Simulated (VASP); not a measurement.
# H22CO11: single point with PBE+D3(BJ)

H22CO11:

```
O H C
1.0
     7.12037    0.00000    0.00000
     0.00000    7.12037    0.00000
     0.00000    0.00000    7.12037
O H C
11 22 1
Direct
  0.37603 0.79017 0.32338
  0.78007 0.14991 0.90473
  0.54916 0.19076 0.23719
  0.41641 0.30698 0.62230
  0.76429 0.86390 0.27369
  0.91933 0.66853 0.76180
  0.06459 0.89221 0.52559
  0.07429 0.49221 0.06403
  0.00246 0.43013 0.44658
  0.12655 0.12046 0.10668
  0.31918 0.81997 0.87432
  0.29814 0.83348 0.21961
  0.26822 0.79046 0.41888
  0.72156 0.20899 0.02052
  0.91754 0.13661 0.92751
  0.40846 0.17993 0.21189
  0.59293 0.07512 0.27997
  0.51761 0.32810 0.52767
  0.42061 0.40175 0.71161
  0.64030 0.81524 0.30175
  0.74652 0.91813 0.14481
  0.93696 0.78627 0.70383
  0.97304 0.59623 0.65200
  0.03482 0.03112 0.53410
  0.94334 0.84388 0.44569
  0.18991 0.58678 0.02670
  0.99489 0.52006 0.95678
  0.07257 0.45613 0.32833
  0.88225 0.43083 0.39612
  0.12113 0.25520 0.05560
  0.20578 0.07348 0.01944
  0.49753 0.90268 0.66971
  0.49092 0.64613 0.71165
  0.43436 0.78326 0.74343
```

| Quantity | Value |
| --- | --- |
| Program | VASP 6.6.1 |
| Task | single point |
| Functional | PBE |
| Dispersion | D3(BJ) |
| Potentials or basis | VASP PAW PBE potentials, release 64 (O, H, C) |
| Cutoff | 520 eV |
| k mesh | 1 × 1 × 1 |
| Occupations | fermi-dirac, width 0.02 eV |
| Spin | no spin polarisation |

The pressure is -0.6 GPa, the largest force is 5.042 eV/Å and the band gap on the k mesh is 3.21 eV. The dispersion energy per atom is -0.034 eV.

Forces on the atoms (eV/Å):
```
O   -1.476 -0.284  0.777
O   -0.013  0.231  0.767
O   -2.307  2.792 -1.208
O    0.346 -1.822 -2.367
O    0.037  0.521 -0.965
O   -0.310 -2.837 -0.277
O   -2.944  0.847 -1.472
O    3.592  1.861 -0.552
O    2.474  0.233  0.237
O   -2.069  3.001  1.918
O    1.830 -1.243 -1.840
H    0.390  0.113 -0.451
H    1.144  0.301 -0.532
H    0.641 -0.646 -1.036
H   -1.033  0.084  0.377
H    1.624 -0.080  0.503
H    0.563 -2.133  0.998
H   -0.838 -0.151  0.763
H    0.311  1.643  1.540
H   -0.755 -0.547  0.262
H    0.787 -0.443  0.671
H    0.450  2.234 -0.076
H   -0.507 -0.366  0.871
H    0.686 -1.350 -0.302
H    2.368  1.258  0.837
H   -2.516 -2.017  0.872
H   -0.816  0.541 -0.603
H   -0.062 -0.113  0.621
H   -2.681 -0.117 -0.714
H   -0.263 -0.408  1.195
H    2.907 -2.570 -3.220
H   -0.041  0.142 -0.370
H   -0.050 -0.805 -0.016
C   -1.469  2.131  2.792
```

Stress tensor (GPa, compression positive):
```
-2.59 -0.96  0.98
-0.96  1.58 -0.18
 0.98 -0.18 -0.89
```

Levels at points of the mesh, in eV from the valence-band top:
```
           k point  band 42  band 43  band 44  band 45  band 46  band 47  band 48  band 49  band 50  band 51
(0.00, 0.00, 0.00)    -0.54    -0.35    -0.26    -0.04     0.00     3.21     4.47     6.77     7.01     7.41
```

It took 63 s on 1 thread of Intel(R) Xeon(R) Platinum 8375C CPU @ 2.90GHz (Ice Lake), on a shared host, peak memory 0.39 GiB.

Caveat: the k points lie up to 0.88 Å⁻¹ apart.
